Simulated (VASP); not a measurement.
# Rb (Cmcm) in VASP: notebook

Runs on Rb. Level: PBE+D3(BJ). Tasks: single point.

Program: VASP 6.6.1. These are calculated values, not measurements. Logs are shortened: lines on timing, memory, paths and dates and some standing lists are left out, and cuts for length are marked.

## 1. The cell of the first run

It takes space group Cmcm (No. 63, orthorhombic). The conventional cell has a = 4.529 Å, b = 7.926 Å, c = 8.831 Å, α = 90.00°, β = 90.00°, γ = 90.00°.

## 2. Single point, PBE+D3(BJ) (79.26 Å³/atom)

File INCAR:

```
PREC     = Accurate       # precision mode
ENCUT    = 520            # plane-wave cutoff, eV
EDIFF    = 1E-7           # SCF threshold, eV
ISMEAR   = 0              # smearing method
SIGMA    = 0.15           # smearing width, eV
LREAL    = False          # projectors in reciprocal space
LASPH    = True           # aspherical terms in the spheres
NELM     = 100            # most SCF steps
ALGO     = Fast           # electronic algorithm
ISIF     = 2              # what is computed and relaxed
LWAVE    = False          # write WAVECAR
LCHARG   = True           # write CHGCAR
GGA      = PE             # functional
IVDW     = 12             # dispersion correction
LELF     = True           # ELF
LVHAR    = True         
NBANDS   = 16             # bands
```

File KPOINTS:

```
regular mesh
0
Gamma
  12 12 6
```

File POSCAR:

```
Rb
1.0
    2.2645702044     -3.9632127119      0.0000000000
    2.2645702044      3.9632127119      0.0000000000
    0.0000000000      0.0000000000      8.8314467665
Rb
2
Direct
    0.8359965595      0.1640034405      0.7500000000
    0.1640034405      0.8359965595      0.2500000000
```

Potentials or basis: VASP PAW PBE potentials, release 64 (Rb_sv).

The run is started by

```bash
$ cat potpaw_PBE.64/Rb_sv/POTCAR > POTCAR
$ mpirun -np 1 vasp_std > vasp.out
```

OUTCAR:

```text
PREC = Accurate
   ENCUT = 520
   EDIFF = 1E-7
   ISMEAR = 0
   LREAL = False
   LASPH = True
   NELM = 100
   ISIF = 2
   GGA = PE
   IVDW = 12
 IVDW          = 12

 ion  position               nearest neighbor table
   1  0.836  0.164  0.750-   2 5.12   2 5.12   2 5.15   2 5.15   2 5.15   2 5.15
   2  0.164  0.836  0.250-   1 5.12   1 5.12   1 5.15   1 5.15   1 5.15   1 5.15

  LATTYP: Found a base centered orthorhombic cell.
 ALAT       =     4.5291404088
 B/A-ratio  =     1.7500948764
 C/A-ratio  =     1.9499167545

  Lattice vectors:

 A1 = (   2.2645702044,  -3.9632127119,   0.0000000000)
 A2 = (   2.2645702044,   3.9632127119,   0.0000000000)
 A3 = (   0.0000000000,   0.0000000000,   8.8314467665)

Analysis of symmetry for initial positions (statically):
=====================================================================
 Subroutine PRICEL returns:
 Original cell was already a primitive cell.

 Routine SETGRP: Setting up the symmetry group for a
 base centered orthorhombic supercell.

 Subroutine GETGRP returns: Found  8 space group operations
 (whereof  4 operations were pure point group operations)
 out of a pool of  8 trial point group operations.

The static configuration has the point symmetry C_2h.
 The point group associated with its full space group is D_2h.

Analysis of symmetry for dynamics (positions and initial velocities):
=====================================================================
 Subroutine PRICEL returns:
 Original cell was already a primitive cell.

 Routine SETGRP: Setting up the symmetry group for a
 base centered orthorhombic supercell.

 Subroutine GETGRP returns: Found  8 space group operations
 (whereof  4 operations were pure point group operations)
 out of a pool of  8 trial point group operations.

The dynamic configuration has the point symmetry C_2h.
 The point group associated with its full space group is D_2h.

 Subroutine INISYM returns: Found  8 space group operations
 (whereof  4 operations are pure point group operations),
 and found     1 'primitive' translations

----------------------------------------------------------------------------------------

                                     Primitive cell

  volume of cell :     158.5240

  direct lattice vectors                    reciprocal lattice vectors
     2.264570204 -3.963212712  0.000000000     0.220792448 -0.126160274  0.000000000
     2.264570204  3.963212712  0.000000000     0.220792448  0.126160274  0.000000000
     0.000000000  0.000000000  8.831446766     0.000000000  0.000000000  0.113231730

  length of vectors
     4.564573716  4.564573716  8.831446766     0.254294553  0.254294553  0.113231730

  position of ions in fractional coordinates (direct lattice)
     0.835996560  0.164003440  0.750000000
     0.164003440  0.835996560  0.250000000

  ion indices of the primitive-cell ions
   primitive index   ion index
                 1           1
                 2           2

----------------------------------------------------------------------------------------

 KPOINTS: regular mesh

Automatic generation of k-mesh.
 Grid dimensions read from file:
 generate k-points for:   12   12    6

 Generating k-lattice:

  Cartesian coordinates                     Fractional coordinates (reciprocal lattice)
     0.018399371 -0.010513356  0.000000000     0.083333333 -0.000000000  0.000000000
     0.018399371  0.010513356  0.000000000    -0.000000000  0.083333333  0.000000000
     0.000000000  0.000000000  0.018871955     0.000000000  0.000000000  0.166666667

  Length of vectors
     0.021191213  0.021191213  0.018871955

  Shift w.r.t. Gamma in fractional coordinates (k-lattice)
     0.000000000  0.000000000  0.000000000

 Subroutine IBZKPT returns following result:
 ===========================================

 Found    172 irreducible k-points:

 Following reciprocal coordinates:
            Coordinates               Weight
  0.000000  0.000000  0.000000      1.000000
  0.083333 -0.000000  0.000000      4.000000
  0.166667  0.000000  0.000000      4.000000
  0.250000  0.000000  0.000000      4.000000
  0.333333  0.000000  0.000000      4.000000
  0.416667 -0.000000  0.000000      4.000000
[... 16 lines left out ...]
  0.500000  0.166667  0.000000      4.000000
 -0.416667  0.166667  0.000000      4.000000
 [... further k-points ...]
   k-points           NKPTS =    172   k-points in BZ     NKDIM =    172   number of bands    NBANDS=     16
   number of dos      NEDOS =    301   number of ions     NIONS =      2
   total plane-waves  NPLWV =  90720
   dimension x,y,z NGX =    36 NGY =   36 NGZ =   70
   dimension x,y,z NGXF=    72 NGYF=   72 NGZF=  140
   ions per type =               2
   NGX,Y,Z   is equivalent  to a cutoff of  13.11, 13.11, 13.18 a.u.
   NGXF,Y,Z  is equivalent  to a cutoff of  26.22, 26.22, 26.35 a.u.
 SYSTEM =  unknown system
   PREC   = accura    normal or accurate (medium, high low for compatibility)
   ISTART =      0    job   : 0-new  1-cont  2-samecut
   ICHARG =      2    charge: 1-file 2-atom 10-const
   ISPIN  =      1    spin polarized calculation?
   LNONCOLLINEAR =      F non collinear calculations
   LSORBIT =      F    spin-orbit coupling
   LASPH  =      T    aspherical Exc in radial PAW
   ENCUT  =  520.0 eV  38.22 Ry    6.18 a.u.   8.49  8.49 16.42*2*pi/ulx,y,z
   NELM   =    100;   NELMIN=  2; NELMDL= -5     # of ELM steps
   EDIFF  = 0.1E-06   stopping-criterion for ELM
   LREAL  =      F    real-space projection
   EDIFFG = 0.1E-05   stopping-criterion for IOM
   NSW    =      0    number of steps for IOM
   IBRION =     -1    ionic relax: 0-MD 1-quasi-New 2-CG
   NFREE  =      0    steps in history (QN), initial steepest desc. (CG)
   ISIF   =      2    stress and relaxation
   ISYM   =      2    0-nonsym 1-usesym 2-fastsym
   POTIM  = 0.5000    time-step for ionic-motion
   TEBEG  =    0.0;   TEEND  =   0.0 temperature during run
   PSTRESS=    0.0 pullay stress
   NELECT =      18.0000    total number of electrons
   NUPDOWN=      -1.0000    fix difference up-down
   EMIN   =  10.00;   EMAX   =-10.00  energy-range for DOS
   EFERMI =   0.00;   METHOD = LEGACY
   ISMEAR =     0;   SIGMA  =   0.15  broadening in eV -4-tet -1-fermi 0-gaus
   EFERMI_NEDOS =   21; number of points for ismear=-14 and -15
   IALGO  =     68    algorithm
   IMIX   =      4    mixing-type and parameters
     AMIX     =   0.40;   BMIX     =  1.00
     AMIX_MAG =   1.60;   BMIX_MAG =  1.00
  volume/ion in A,a.u.               =      79.26       534.89
  Fermi-wavevector in a.u.,A,eV,Ry     =   0.792746  1.498072  8.550527  0.628446
  Thomas-Fermi vector in A             =   1.898545
   LORBIT       =      0    0 simple, 1 ext, 2 COOP (PROOUT), +10 PAW based schemes
   GGA     = PE    functional components
   LHFCALC =     F    Hartree Fock is set to
   AEXX    =    0.0000 exact exchange contribution
   IVDW    =    12    specifies the selected vdW correction
   LEPSILON=     F    determine dielectric tensor
   LRPA    =     F    only Hartree local field effects (RPA)
 non-spin polarized calculation
 RMM-DIIS sequential band-by-band and
 Gauss-broadening in eV      SIGMA  =   0.15
  energy-cutoff  :      520.00
  volume of cell :      158.52
 maximum number of plane-waves:      4309
 NGX is ok and might be reduce to    36
   NGX = 17   NGY = 17   NGZ = 33

 number of electron      18.0000000 magnetization

 Free energy of the ion-electron system (eV)
  ---------------------------------------------------
  ext. energy  EPLUGINS =         0.00000000
  ---------------------------------------------------
  free energy    TOTEN  =        -1.79136193 eV

  energy without entropy =       -1.77226761  energy(sigma->0) =       -1.78181477

 E-fermi :   0.3682     XC(G=0):  -5.8057

 val. band max:        0.3579448257   @ k =   0.5000   0.1667   0.1667
 cond. band min:       0.3787728365   @ k =   0.3333   0.1667   0.1667
 fundamental gap:      0.0208280108
 Fermi energy:         0.3682127405

 k-point     1 :       0.0000    0.0000    0.0000
  band No.  band energies     occupation
      1     -28.5254      2.00000
      2     -28.5224      2.00000
      3     -12.6571      2.00000
      4     -12.5658      2.00000
      5     -12.5395      2.00000
      6     -12.5368      2.00000
[... 8 lines left out ...]
     15       4.4398      0.00000
     16       4.5152      0.00000

 k-point     2 :       0.0833   -0.0000    0.0000
  band No.  band energies     occupation
      1     -28.5246      2.00000
      2     -28.5218      2.00000
      3     -12.6536      2.00000
      4     -12.5652      2.00000
      5     -12.5513      2.00000
      6     -12.5448      2.00000
[... 8 lines left out ...]
     15       4.2910      0.00000
     16       4.5580      0.00000

 k-point     3 :       0.1667    0.0000    0.0000
  band No.  band energies     occupation
      1     -28.5225      2.00000
      2     -28.5199      2.00000
      3     -12.6440      2.00000
      4     -12.5886      2.00000
      5     -12.5821      2.00000
      6     -12.5637      2.00000
[... 8 lines left out ...]
     15       4.3558      0.00000
     16       4.5135      0.00000

 k-point     4 :       0.2500    0.0000    0.0000
  band No.  band energies     occupation
      1     -28.5195      2.00000
      2     -28.5173      2.00000
      3     -12.6394      2.00000
      4     -12.6318      2.00000
      5     -12.6300      2.00000
      6     -12.5641      2.00000
[... 8 lines left out ...]
     15       3.9279      0.00000
     16       4.7338      0.00000
[... 324 lines left out ...]
 k-point    22 :       0.4167    0.1667    0.0000
  band No.  band energies     occupation
      1     -28.5128      2.00000
      2     -28.5120      2.00000
      3     -12.7222      2.00000
      4     -12.7113      2.00000
      5     -12.6189      2.00000
      6     -12.6067      2.00000
[... 8 lines left out ...]
     15       3.4836      0.00000
     16       4.3232      0.00000

 k-point    23 :       0.5000    0.1667    0.0000
  band No.  band energies     occupation
      1     -28.5136      2.00000
      2     -28.5126      2.00000
      3     -12.7113      2.00000
      4     -12.7017      2.00000
      5     -12.6137      2.00000
      6     -12.6023      2.00000
[... 8 lines left out ...]
     15       3.5172      0.00000
     16       4.2749      0.00000

 k-point    24 :      -0.4167    0.1667    0.0000
  band No.  band energies     occupation
      1     -28.5156      2.00000
      2     -28.5142      2.00000
      3     -12.6850      2.00000
      4     -12.6793      2.00000
      5     -12.6085      2.00000
      6     -12.5978      2.00000
[... 8 lines left out ...]
     15       3.6685      0.00000
     16       4.3078      0.00000

 [... further k-points ...]

------------------------ aborting loop because EDIFF is reached ----------------------------------------

 Edisp (eV)   -0.23064

 E8    (eV) :    -0.1313

  FORCE on cell =-STRESS in cart. coord.  units (eV):
  Direction    XX          YY          ZZ          XY          YZ          ZX
  --------------------------------------------------------------------------------------
  -------------------------------------------------------------------------------------
  Total       0.73079     0.70178    -0.36361     0.00000     0.00000     0.00000
  in kB       7.38596     7.09274    -3.67492     0.00000     0.00000     0.00000
  external pressure =        3.60 kB  Pullay stress =        0.00 kB

 VOLUME and BASIS-vectors are now :
 -----------------------------------------------------------------------------
  energy-cutoff  :      520.00
  volume of cell :      158.52
      direct lattice vectors                 reciprocal lattice vectors
     2.264570204 -3.963212712  0.000000000     0.220792448 -0.126160274  0.000000000
     2.264570204  3.963212712  0.000000000     0.220792448  0.126160274  0.000000000
     0.000000000  0.000000000  8.831446766     0.000000000  0.000000000  0.113231730

 POSITION                                       TOTAL-FORCE (eV/Angst)
 -----------------------------------------------------------------------------------
      2.26457     -2.66325      6.62359         0.000000     -0.000024     -0.000000
      2.26457      2.66325      2.20786         0.000000      0.000024      0.000000
 -----------------------------------------------------------------------------------
    total drift:                               -0.000000     -0.000000      0.000000

  FREE ENERGIE OF THE ION-ELECTRON SYSTEM (eV)
  ---------------------------------------------------
  free  energy   TOTEN  =        -2.0220004564 eV

  energy  without entropy=       -2.0029061361  energy(sigma->0) =       -2.01245330
```

Run time: 14 min. Hardware: 1 thread of Intel Xeon 8259CL, shared host; peak memory 0.53 GiB.

Results:

| Item | Value |
| --- | --- |
| Free energy | -2.0220 eV |
| Pressure | 0.4 GPa |
| Band gap on the k mesh | zero (bands 9 and 10 overlap by 2.80 eV) |
| Dispersion energy per atom | -0.115 eV |

## 3. Single point, PBE+D3(BJ) (79.26 Å³/atom)

File INCAR:

```
SYSTEM = Rb
PREC = Accurate ; ENCUT = 520
EDIFF = 1E-7 ; ISMEAR = 0
SIGMA = 0.15 ; LREAL = .False.
LASPH = .True. ; NELM = 80
ALGO = Fast ; ISIF = 2
LWAVE = .False. ; LCHARG = .False.
GGA = PE ; IVDW = 12
NBANDS = 16
```

File KPOINTS:

```
regular mesh
0
Gamma
  12 12 6
  0 0 0
```

File POSCAR:

```
Rb
1.0
    2.5566937273     -4.4744565926      0.0000000000
    2.5566937273      4.4744565926      0.0000000000
    0.0000000000      0.0000000000      6.9286084857
Rb
2
Direct
    0.8359965595      0.1640034405      0.7500000000
    0.1640034405      0.8359965595      0.2500000000
```

Potentials or basis: VASP PAW PBE potentials, release 64 (Rb_sv).

The run is started by

```bash
$ cat potpaw_PBE.64/Rb_sv/POTCAR > POTCAR
$ mpirun -np 1 vasp_std > vasp.out
```

OUTCAR:

```text
SYSTEM = Rb
   PREC = Accurate
   ENCUT = 520
   EDIFF = 1E-7
   ISMEAR = 0
   LREAL = .False.
   LASPH = .True.
   NELM = 80
   ISIF = 2
   GGA = PE
   IVDW = 12
 IVDW          = 12

 ion  position               nearest neighbor table
   1  0.836  0.164  0.750-   2 4.54   2 4.54   2 4.57   2 4.57   2 4.57   2 4.57
   2  0.164  0.836  0.250-   1 4.54   1 4.54   1 4.57   1 4.57   1 4.57   1 4.57

  LATTYP: Found a base centered orthorhombic cell.
 ALAT       =     5.1133874546
 B/A-ratio  =     1.7500948764
 C/A-ratio  =     1.3549938367

  Lattice vectors:

 A1 = (   2.5566937273,  -4.4744565926,   0.0000000000)
[... 648 lines left out ...]
 Edisp (eV)   -0.23113

 E8    (eV) :    -0.1317

  FORCE on cell =-STRESS in cart. coord.  units (eV):
  Direction    XX          YY          ZZ          XY          YZ          ZX
  --------------------------------------------------------------------------------------
  -------------------------------------------------------------------------------------
  Total       0.10655     0.12540     0.78981     0.00000     0.00000     0.00000
  in kB       1.07686     1.26737     7.98252     0.00000     0.00000     0.00000
  external pressure =        3.44 kB  Pullay stress =        0.00 kB

 VOLUME and BASIS-vectors are now :
 -----------------------------------------------------------------------------
  energy-cutoff  :      520.00
  volume of cell :      158.52
      direct lattice vectors                 reciprocal lattice vectors
     2.556693727 -4.474456593  0.000000000     0.195565075 -0.111745413  0.000000000
     2.556693727  4.474456593  0.000000000     0.195565075  0.111745413  0.000000000
     0.000000000  0.000000000  6.928608486     0.000000000  0.000000000  0.144329125

 POSITION                                       TOTAL-FORCE (eV/Angst)
 -----------------------------------------------------------------------------------
      2.55669     -3.00680      5.19646         0.000000      0.001819      0.000000
      2.55669      3.00680      1.73215         0.000000     -0.001819     -0.000000
 -----------------------------------------------------------------------------------
    total drift:                               -0.000000     -0.000000      0.000000

  FREE ENERGIE OF THE ION-ELECTRON SYSTEM (eV)
  ---------------------------------------------------
  free  energy   TOTEN  =        -2.0335972267 eV

  energy  without entropy=       -2.0158368747  energy(sigma->0) =       -2.02471705
```

Run time: 14 min. Hardware: 1 thread of Intel Xeon 8259CL, shared host; peak memory 0.53 GiB.

Results:

```yaml
Free_energy: -2.0336 eV
Pressure: 0.3 GPa
Band_gap_on_the_k_mesh: zero (bands 9 and 10 overlap by 2.15 eV)
Dispersion_energy_per_atom: -0.116 eV
```

[end of part 1 of 2]

The gap in the log of VASP goes by the Fermi energy; the results here count the filled bands.